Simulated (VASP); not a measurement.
Runs of VASP 6.6.1 on C. The structure is that of space group P6_3/mmc (No. 194), or close to it. The cells are those of the table. 

```tsv
task	spin	cell	k mesh	cutoff (eV)	gap on the mesh (eV)	pressure (GPa)	relaxed volume (Å³/atom)
relaxation of cell and atoms	off	relaxed from a = 2.467, b = 2.467, c = 8.465 Å, angles 90.0, 90.0, 120.0°, 4 atoms	18 × 18 × 6	600	none	-0.1	10.48
relaxation of cell and atoms	off	relaxed from a = 2.467, b = 2.467, c = 7.803 Å, angles 90.0, 90.0, 120.0°, 4 atoms	18 × 18 × 6	600	none	0.0	(a)
single point	off	a = 2.467, b = 2.467, c = 8.465 Å, angles 90.0, 90.0, 120.0°, 4 atoms	18 × 18 × 6	520	none	0.4	-
single point	off	a = 2.578, b = 2.578, c = 8.237 Å, angles 90.0, 90.0, 120.0°, 4 atoms	24 × 24 × 6	520	none	-24.0	-
single point	off	a = 2.467, b = 2.467, c = 8.466 Å, angles 90.4, 89.1, 120.0°, 4 atoms	24 × 24 × 6	520	none	0.4	-
single point	collinear, ferromagnetic start	a = 2.467, b = 2.467, c = 7.803 Å, angles 90.0, 90.0, 120.0°, 4 atoms	12 × 12 × 4	520	none	0.3	-
```

Alike in all rows: level PBE; potentials or basis VASP PAW PBE potentials, release 64 (C); smearing gaussian 0.1 eV.

Question: Estimate the missing entries.

Answer: (a) 10.39.

Caveats: this functional lacks dispersion, which binds the layers, so the pressure and a relaxed spacing across them are unreliable.

A gap of «none» marks levels without a gap at the run's occupations.
